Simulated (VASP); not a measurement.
Input of a VASP 6.6.1 run:

INCAR

```
ALGO = Normal
EDIFF = 1E-6
ENCUT = 520
GGA = PE
ISIF = 2
ISMEAR = -1
ISYM = 0
LASPH = True
LCHARG = False
LREAL = Auto
LWAVE = False
NBANDS = 54
NELM = 100
PREC = Accurate
SIGMA = 0.05
```

File KPOINTS:

```
Automatic mesh
0
Gamma
  1 1 1
  0.25 0.25 0.25
```

File POSCAR:

```
Al
1.0
    7.8492690000      0.0253920000      0.3068690000
    0.0253920000      7.8462400000      0.0076520000
    0.3068690000      0.0076520000      7.3433480000
Al
24
Direct
    0.7294019016      0.8933054571      0.1289881120
    0.0388834274      0.5882441973      0.5804392815
    0.7044560153      0.4398798285      0.5436157086
    0.6995970359      0.8220999010      0.4888532654
    0.8135614550      0.1525121581      0.3366508283
    0.8921328543      0.9506596204      0.7746240047
    0.1617710054      0.2247032922      0.2143689859
    0.4980497539      0.1381374273      0.0588228888
    0.9119573568      0.5862417892      0.2286726212
    0.8145721656      0.2661054762      0.9631406295
    0.9855500575      0.2522946909      0.6305824919
    0.3621597235      0.7517708638      0.5997671440
    0.0772008023      0.9031857056      0.0927739350
    0.4561130160      0.7969573074      0.9504801812
    0.4176934018      0.0587257321      0.4009071168
    0.2541386156      0.0614748112      0.7821209524
    0.5975987111      0.1092497708      0.6689561086
    0.4898194824      0.4521194299      0.8529727813
    0.5855833941      0.5254018692      0.2005625001
    0.7981832004      0.6208171381      0.8792825598
    0.1172591404      0.4327243741      0.9115607211
    0.3502296021      0.4170712169      0.5072013424
    0.1089860668      0.9107499377      0.4536114176
    0.2478073605      0.5916091988      0.2022890117
```

Potentials or basis: VASP PAW PBE potentials, release 64 (Al).

Run with:

```console
$ cat potpaw_PBE.64/Al/POTCAR > POTCAR
$ mpirun -np 1 vasp_std > vasp.out
```

Estimate the band gap on the k mesh.

0.37 eV.

What does it give for the largest force?

1.074 eV/Å.

Estimate the pressure.

-2.6 GPa.

Stress tensor (GPa, compression positive):
```
-2.50  8.48  2.24
 8.48 -5.63  4.52
 2.24  4.52  0.47
```

Caveat: the k points lie up to 0.86 Å⁻¹ apart.
